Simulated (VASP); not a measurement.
A run of VASP 6.6.1 is set up as follows.

File INCAR:

```
PREC = Accurate
ENCUT = 520
EDIFF = 1E-6
ISMEAR = -1
SIGMA = 1.0
LREAL = F
LASPH = T
NELM = 150
ALGO = Normal
ISIF = 2
LWAVE = F
LCHARG = F
ISPIN = 2
MAGMOM = 0.672
LORBIT = 11
LMAXMIX = 4
GGA = PE
NBANDS = 15
```

File KPOINTS:

```
Automatic mesh
0
Gamma
  15 15 15
```

File POSCAR:

```
Ni
1.0
    0.0000000000      1.7596893266      1.7596893266
    1.7596893266      0.0000000000      1.7596893266
    1.7596893266      1.7596893266      0.0000000000
Ni
1
Direct
    0.0000000000      0.0000000000      0.0000000000
```

Potentials or basis: VASP PAW PBE potentials, release 64 (Ni).

Launch:

```bash
$ cat potpaw_PBE.64/Ni/POTCAR > POTCAR
$ mpirun -np 1 vasp_std > vasp.out
```

What does it give for the band gap on the k mesh?

Zero (filled and empty bands overlap).

Estimate the net moment.

0.00 μB per cell.
